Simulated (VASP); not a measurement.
# TaOs3 (Pm-3m) in VASP: notebook

TaOs3 is run at these levels: LDA; tasks: single point, relaxation of volume and atoms at fixed shape.

Everything below comes from runs of VASP 6.6.1. Logs are shortened: lines on timing, memory, paths and dates and some standing lists are left out, and cuts for length are marked.

## 1. The cell of the first run

It takes space group Pm-3m (No. 221, cubic). Conventional cell: a = 3.870 Å, b = 3.870 Å, c = 3.870 Å, α = 90.00°, β = 90.00°, γ = 90.00°. Ta (site symmetry m-3m) has 12 Os at 2.74 Å within 3.6 Å. Within 3.6 Å of Os (site symmetry 4/mmm) lie 4 Ta at 2.74 Å and 8 Os at 2.74 Å.

## 2. Single point, LDA

INCAR reads:

```
SYSTEM = TaOs3
  ALGO = Normal
  EDIFF = 1E-7
  ENCUT = 520
  GGA = CA
  ISIF = 2
  ISMEAR = 1
  LASPH = .TRUE.
  LCHARG = .FALSE.
  LREAL = .FALSE.
  LWAVE = .FALSE.
  NBANDS = 26
  NELM = 80
  PREC = Accurate
  SIGMA = 0.05
```

KPOINTS reads:

```
k-points
0
G
  7 7 7
  0 0 0
```

POSCAR reads:

```
TaOs3
1.0
    3.8698636626      0.0000000000      0.0000000000
    0.0000000000      3.8698636626      0.0000000000
    0.0000000000      0.0000000000      3.8698636626
Ta Os
1 3
Direct
    0.0000000000      0.0000000000      0.0000000000
    0.0000000000      0.5000000000      0.5000000000
    0.5000000000      0.0000000000      0.5000000000
    0.5000000000      0.5000000000      0.0000000000
```

Potentials or basis: VASP PAW LDA potentials, release 64 (Ta_pv, Os).

Command:

```bash
$ cat potpaw_LDA.64/Ta_pv/POTCAR potpaw_LDA.64/Os/POTCAR > POTCAR
$ mpirun -np 1 vasp_std > vasp.out
```

OUTCAR:

```text
SYSTEM = TaOs3
   EDIFF = 1E-7
   ENCUT = 520
   GGA = CA
   ISIF = 2
   ISMEAR = 1
   LASPH = .TRUE.
   LREAL = .FALSE.
   NELM = 80
   PREC = Accurate

 ion  position               nearest neighbor table
   1  0.000  0.000  0.000-   2 2.74   3 2.74   4 2.74   2 2.74   3 2.74   2 2.74   4 2.74   2 2.74
                             3 2.74   4 2.74   3 2.74   4 2.74
   2  0.000  0.500  0.500-   1 2.74   3 2.74   4 2.74   1 2.74   4 2.74   1 2.74   3 2.74   1 2.74
                             3 2.74   4 2.74   4 2.74   3 2.74
   3  0.500  0.000  0.500-   1 2.74   2 2.74   4 2.74   1 2.74   4 2.74   2 2.74   4 2.74   4 2.74
                             1 2.74   2 2.74   1 2.74   2 2.74
   4  0.500  0.500  0.000-   1 2.74   2 2.74   3 2.74   2 2.74   3 2.74   1 2.74   3 2.74   3 2.74
                             1 2.74   2 2.74   2 2.74   1 2.74

  LATTYP: Found a simple cubic cell.
 ALAT       =     3.8698636626

  Lattice vectors:

 A1 = (   3.8698636626,   0.0000000000,   0.0000000000)
 A2 = (   0.0000000000,   3.8698636626,   0.0000000000)
 A3 = (   0.0000000000,   0.0000000000,   3.8698636626)

Analysis of symmetry for initial positions (statically):
=====================================================================
 Subroutine PRICEL returns:
 Original cell was already a primitive cell.

 Routine SETGRP: Setting up the symmetry group for a
 simple cubic supercell.

 Subroutine GETGRP returns: Found 48 space group operations
 (whereof 48 operations were pure point group operations)
 out of a pool of 48 trial point group operations.

The static configuration has the point symmetry O_h .

Analysis of symmetry for dynamics (positions and initial velocities):
=====================================================================
 Subroutine PRICEL returns:
 Original cell was already a primitive cell.

 Routine SETGRP: Setting up the symmetry group for a
 simple cubic supercell.

 Subroutine GETGRP returns: Found 48 space group operations
 (whereof 48 operations were pure point group operations)
 out of a pool of 48 trial point group operations.

The dynamic configuration has the point symmetry O_h .

 Subroutine INISYM returns: Found 48 space group operations
 (whereof 48 operations are pure point group operations),
 and found     1 'primitive' translations

----------------------------------------------------------------------------------------

                                     Primitive cell

  volume of cell :      57.9545

  direct lattice vectors                    reciprocal lattice vectors
     3.869863663  0.000000000  0.000000000     0.258407036  0.000000000  0.000000000
     0.000000000  3.869863663  0.000000000     0.000000000  0.258407036  0.000000000
     0.000000000  0.000000000  3.869863663     0.000000000  0.000000000  0.258407036

  length of vectors
     3.869863663  3.869863663  3.869863663     0.258407036  0.258407036  0.258407036

  position of ions in fractional coordinates (direct lattice)
     0.000000000  0.000000000  0.000000000
     0.000000000  0.500000000  0.500000000
     0.500000000  0.000000000  0.500000000
     0.500000000  0.500000000  0.000000000

  ion indices of the primitive-cell ions
   primitive index   ion index
                 1           1
                 2           2
                 3           3
                 4           4

----------------------------------------------------------------------------------------

 KPOINTS: k-points

Automatic generation of k-mesh.
 Grid dimensions read from file:
 generate k-points for:    7    7    7

 Generating k-lattice:

  Cartesian coordinates                     Fractional coordinates (reciprocal lattice)
     0.036915291  0.000000000  0.000000000     0.142857143  0.000000000  0.000000000
     0.000000000  0.036915291  0.000000000     0.000000000  0.142857143  0.000000000
     0.000000000  0.000000000  0.036915291     0.000000000  0.000000000  0.142857143

  Length of vectors
     0.036915291  0.036915291  0.036915291

  Shift w.r.t. Gamma in fractional coordinates (k-lattice)
     0.000000000  0.000000000  0.000000000

 Subroutine IBZKPT returns following result:
 ===========================================

 Found     20 irreducible k-points:

 Following reciprocal coordinates:
            Coordinates               Weight
  0.000000  0.000000  0.000000      1.000000
  0.142857  0.000000  0.000000      6.000000
  0.285714  0.000000  0.000000      6.000000
  0.428571  0.000000  0.000000      6.000000
  0.142857  0.142857  0.000000     12.000000
  0.285714  0.142857  0.000000     24.000000
[... 12 lines left out ...]
  0.428571  0.428571  0.285714     24.000000
  0.428571  0.428571  0.428571      8.000000
   k-points           NKPTS =     20   k-points in BZ     NKDIM =     20   number of bands    NBANDS=     26
   number of dos      NEDOS =    301   number of ions     NIONS =      4
   total plane-waves  NPLWV =  27000
   dimension x,y,z NGX =    30 NGY =   30 NGZ =   30
   dimension x,y,z NGXF=    60 NGYF=   60 NGZF=   60
   ions per type =               1   3
   NGX,Y,Z   is equivalent  to a cutoff of  12.89, 12.89, 12.89 a.u.
   NGXF,Y,Z  is equivalent  to a cutoff of  25.78, 25.78, 25.78 a.u.
 SYSTEM =  TaOs3
   PREC   = accura    normal or accurate (medium, high low for compatibility)
   ISTART =      0    job   : 0-new  1-cont  2-samecut
   ICHARG =      2    charge: 1-file 2-atom 10-const
   ISPIN  =      1    spin polarized calculation?
   LNONCOLLINEAR =      F non collinear calculations
   LSORBIT =      F    spin-orbit coupling
   LASPH  =      T    aspherical Exc in radial PAW
   ENCUT  =  520.0 eV  38.22 Ry    6.18 a.u.   7.20  7.20  7.20*2*pi/ulx,y,z
   NELM   =     80;   NELMIN=  2; NELMDL= -5     # of ELM steps
   EDIFF  = 0.1E-06   stopping-criterion for ELM
   LREAL  =      F    real-space projection
   EDIFFG = 0.1E-05   stopping-criterion for IOM
   NSW    =      0    number of steps for IOM
   IBRION =     -1    ionic relax: 0-MD 1-quasi-New 2-CG
   NFREE  =      0    steps in history (QN), initial steepest desc. (CG)
   ISIF   =      2    stress and relaxation
   ISYM   =      2    0-nonsym 1-usesym 2-fastsym
   POTIM  = 0.5000    time-step for ionic-motion
   TEBEG  =    0.0;   TEEND  =   0.0 temperature during run
   PSTRESS=    0.0 pullay stress
   NELECT =      35.0000    total number of electrons
   NUPDOWN=      -1.0000    fix difference up-down
   EMIN   =  10.00;   EMAX   =-10.00  energy-range for DOS
   EFERMI =   0.00;   METHOD = LEGACY
   ISMEAR =     1;   SIGMA  =   0.05  broadening in eV -4-tet -1-fermi 0-gaus
   EFERMI_NEDOS =   21; number of points for ismear=-14 and -15
   IALGO  =     38    algorithm
   IMIX   =      4    mixing-type and parameters
     AMIX     =   0.40;   BMIX     =  1.00
     AMIX_MAG =   1.60;   BMIX_MAG =  1.00
  volume/ion in A,a.u.               =      14.49        97.77
  Fermi-wavevector in a.u.,A,eV,Ry     =   1.383785  2.614974 26.053252  1.914860
  Thomas-Fermi vector in A             =   2.508350
   LORBIT       =      0    0 simple, 1 ext, 2 COOP (PROOUT), +10 PAW based schemes
   GGA     = CA    functional components
   LHFCALC =     F    Hartree Fock is set to
   AEXX    =    0.0000 exact exchange contribution
   IVDW    =     0    specifies the selected vdW correction
   LEPSILON=     F    determine dielectric tensor
   LRPA    =     F    only Hartree local field effects (RPA)
 non-spin polarized calculation
 Methfessel and Paxton  Order N= 1 SIGMA  =   0.05
  energy-cutoff  :      520.00
  volume of cell :       57.95
 maximum number of plane-waves:      1573
 NGX is ok and might be reduce to    30
   NGX = 15   NGY = 15   NGZ = 15

 number of electron      35.0000003 magnetization

 Free energy of the ion-electron system (eV)
  ---------------------------------------------------
  ext. energy  EPLUGINS =         0.00000000
  ---------------------------------------------------
  free energy    TOTEN  =       -51.32966045 eV

  energy without entropy =      -51.32937650  energy(sigma->0) =      -51.32956580

 E-fermi :   8.3357     XC(G=0): -13.9659

 val. band max:        8.2882066107   @ k =   0.2857   0.0000   0.0000
 cond. band min:       8.3550983636   @ k =   0.4286   0.1429   0.0000
 fundamental gap:      0.0668917529
 Fermi energy:         8.3356557316

 k-point     1 :       0.0000    0.0000    0.0000
  band No.  band energies     occupation
      1     -25.5999      2.00000
      2     -25.5999      2.00000
      3     -25.5999      2.00000
      4      -1.6195      2.00000
      5       1.5059      2.00000
      6       1.5811      2.00000
[... 18 lines left out ...]
     25      14.4892      0.00000
     26      14.4892      0.00000

 k-point     2 :       0.1429    0.0000    0.0000
  band No.  band energies     occupation
      1     -25.6135      2.00000
      2     -25.6026      2.00000
      3     -25.6026      2.00000
      4      -1.2964      2.00000
      5       1.6861      2.00000
      6       1.7984      2.00000
[... 18 lines left out ...]
     25      14.4678      0.00000
     26      15.0626      0.00000

 k-point     3 :       0.2857    0.0000    0.0000
  band No.  band energies     occupation
      1     -25.6438      2.00000
      2     -25.6085      2.00000
      3     -25.6085      2.00000
      4      -0.3874      2.00000
      5       2.0020      2.00000
      6       2.4388      2.00000
[... 18 lines left out ...]
     25      14.4289      0.00000
     26      16.8746      0.00000

 k-point     4 :       0.4286    0.0000    0.0000
  band No.  band energies     occupation
      1     -25.6679      2.00000
      2     -25.6133      2.00000
      3     -25.6133      2.00000
      4       0.8653      2.00000
      5       1.9196      2.00000
      6       3.1092      2.00000
[... 18 lines left out ...]
     25      14.4047      0.00000
     26      17.7370      0.00000

 k-point     5 :       0.1429    0.1429    0.0000
  band No.  band energies     occupation
      1     -25.6203      2.00000
      2     -25.6093      2.00000
      3     -25.6052      2.00000
      4      -0.9882      2.00000
      5       1.9098      2.00000
      6       1.9987      2.00000
[... 18 lines left out ...]
     25      13.7134      0.00000
     26      14.9471      0.00000

 k-point     6 :       0.2857    0.1429    0.0000
  band No.  band energies     occupation
      1     -25.6439      2.00000
      2     -25.6160      2.00000
      3     -25.6111      2.00000
      4      -0.1190      2.00000
      5       2.2709      2.00000
      6       2.5545      2.00000
[... 311 lines left out ...]
 k-point    17 :       0.2857    0.2857    0.2857
  band No.  band energies     occupation
      1     -25.6499      2.00000
      2     -25.6247      2.00000
      3     -25.6247      2.00000
      4       1.0539      2.00000
      5       2.7333      2.00000
      6       2.7333      2.00000
[... 18 lines left out ...]
     25      14.7682      0.00000
     26      14.7696      0.00000

 k-point    18 :       0.4286    0.2857    0.2857
  band No.  band energies     occupation
      1     -25.6459      2.00000
      2     -25.6347      2.00000
      3     -25.6218      2.00000
      4       1.5503      2.00000
      5       2.2168      2.00000
      6       2.7064      2.00000
[... 18 lines left out ...]
     25      12.9985      0.00000
     26      15.1413      0.00000

 k-point    19 :       0.4286    0.4286    0.2857
  band No.  band energies     occupation
      1     -25.6390      2.00000
      2     -25.6333      2.00000
      3     -25.6247      2.00000
      4       1.6659      2.00000
      5       2.0326      2.00000
      6       2.1356      2.00000
[... 18 lines left out ...]
     25      12.8341      0.00000
     26      14.3096      0.00000

 k-point    20 :       0.4286    0.4286    0.4286
  band No.  band energies     occupation
      1     -25.6311      2.00000
      2     -25.6261      2.00000
      3     -25.6261      2.00000
      4       1.4501      2.00000
      5       1.6231      2.00000
      6       1.6231      2.00000
[... 18 lines left out ...]
     25      13.2373      0.00000
     26      13.4765      0.00000

------------------------ aborting loop because EDIFF is reached ----------------------------------------

  FORCE on cell =-STRESS in cart. coord.  units (eV):
  Direction    XX          YY          ZZ          XY          YZ          ZX
  --------------------------------------------------------------------------------------
  -------------------------------------------------------------------------------------
  Total        0.4332109      0.4332109      0.4332109      0.0000000      0.0000000      0.0000000
  in kB       11.9763070     11.9763070     11.9763070      0.0000000      0.0000000      0.0000000
  external PRESSURE =      11.9763070 kB  Pullay stress =       0.0000000 kB

 VOLUME and BASIS-vectors are now :
 -----------------------------------------------------------------------------
  energy-cutoff  :      520.00
  volume of cell :       57.95
      direct lattice vectors                 reciprocal lattice vectors
     3.869863663  0.000000000  0.000000000     0.258407036  0.000000000  0.000000000
     0.000000000  3.869863663  0.000000000     0.000000000  0.258407036  0.000000000
     0.000000000  0.000000000  3.869863663     0.000000000  0.000000000  0.258407036

 POSITION                                       TOTAL-FORCE (eV/Angst)
 -----------------------------------------------------------------------------------
      0.00000      0.00000      0.00000         0.000000      0.000000      0.000000
      0.00000      1.93493      1.93493         0.000000      0.000000      0.000000
      1.93493      0.00000      1.93493         0.000000      0.000000      0.000000
      1.93493      1.93493      0.00000         0.000000      0.000000      0.000000
 -----------------------------------------------------------------------------------
    total drift:                                0.000000      0.000000     -0.000000

  FREE ENERGIE OF THE ION-ELECTRON SYSTEM (eV)
  ---------------------------------------------------
  free  energy   TOTEN  =       -51.3296604527 eV

  energy  without entropy=      -51.3293765034  energy(sigma->0) =      -51.32956580
```

Run time: 46 s. Hardware: 1 thread of Intel Xeon 8259CL, shared host; peak memory 0.16 GiB.

What came out:

```
Free energy            : -51.3297 eV
Pressure               : 1.2 GPa
Band gap on the k mesh : zero (an odd number of electrons rules out a gap without spin polarisation)
```

Levels at points of the mesh, in eV from the Fermi level:
```csv
k point,band 14,band 15,band 16,band 17,band 18,band 19,band 20,band 21
"(0.00, 0.00, 0.00)",0.83,0.83,2.67,3.14,3.14,3.14,3.34,3.34
```

Caveat: spin-orbit coupling is left out, which moves the levels of the heavy elements.

(Part 1 of 2 ends here.)

The gap in the log of VASP goes by the Fermi energy; the results here count the filled bands.